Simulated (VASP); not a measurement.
## AlN: relaxation of cell and atoms with LDA

Crystal: AlN.

```
Al N
1.0
     3.11200    0.00000    0.00000
    -1.55600    2.69507    0.00000
     0.00000    0.00000    4.98200
Al N
2 2
Direct
  0.33333 0.66667 0.00000
  0.66667 0.33333 0.50000
  0.33333 0.66667 0.38200
  0.66667 0.33333 0.88200
```

* Program: VASP 6.6.1
* Task: relaxation of cell and atoms
* Functional: LDA
* Potentials or basis: VASP PAW LDA potentials, release 64 (Al, N)
* Cutoff: 600 eV
* k mesh: 9 × 9 × 6
* Occupations: gaussian, width 0.02 eV
* Spin: no spin polarisation
* Dipole correction: no
* Further INCAR settings: ALGO = Normal; EDIFF = 1e-06; IBRION = 2; EDIFFG = -0.002; NSW = 100; ISIF = 3

```yaml
Relaxed_volume: 10.24 Å³/atom
Relaxed_cell: a = 3.091 Å, b = 3.091 Å, c = 4.948 Å, α = 90.00°, β = 90.00°, γ = 120.00°
Space_group_after_relaxing_to_0.1_Å: P6_3mc (No. 186)
Energy_gained_by_relaxing: 2.7 meV/atom
Ionic_steps: 10
Pressure_after_relaxing: 0.0 GPa
Band_gap_on_the_k_mesh: 4.40 eV
```

The path:
| step | energy change (eV) | largest force (eV/Å) | pressure (GPa) | volume (Å³) |
| --- | --- | --- | --- | --- |
| 1 | 0.0000 | 0.0136 | -4.16 | 41.78 |
| 2 | -0.0008 | 0.0129 | 4.24 | 40.16 |
| 3 | -0.0110 | 0.0003 | -0.03 | 40.95 |
| 4 | -0.0110 | 0.0001 | 0.06 | 40.93 |
| 5 | -0.0110 | 0.0051 | -0.04 | 40.95 |
| 6 | -0.0110 | 0.0035 | -0.01 | 40.95 |
| 7 | -0.0110 | 0.0033 | -0.01 | 40.95 |
| 8 | -0.0110 | 0.0012 | -0.01 | 40.95 |
| 9 | -0.0110 | 0.0029 | 0.01 | 40.94 |
| 10 | -0.0110 | 0.0009 | 0.01 | 40.94 |

Final structure:
```yaml
crystal:
  lattice:
    - [3.09124, 0.00000, 0.00000]
    - [-1.54562, 2.67709, 0.00000]
    - [0.00000, 0.00000, 4.94758]
  atoms:
    - { symbol: Al, position: [0.33333, 0.66667, 0.00001] }
    - { symbol: Al, position: [0.66667, 0.33333, 0.50001] }
    - { symbol: N, position: [0.33333, 0.66667, 0.38199] }
    - { symbol: N, position: [0.66667, 0.33333, 0.88199] }
```

Levels at points of the mesh, in eV from the valence-band top:
| k point | band 6 | band 7 | band 8 | band 9 | band 10 | band 11 |
| --- | --- | --- | --- | --- | --- | --- |
| (0.00, 0.00, 0.00) | -0.23 | -0.23 | 0.00 | 4.40 | 6.71 | 10.64 |
| (0.00, 0.00, 0.50) | -0.57 | -0.57 | -0.57 | 6.59 | 6.59 | 10.30 |

It took 2.7 min on 1 thread of Intel Xeon 8259CL (shared host), peak memory 0.17 GiB.

A k mesh can miss the band edges.
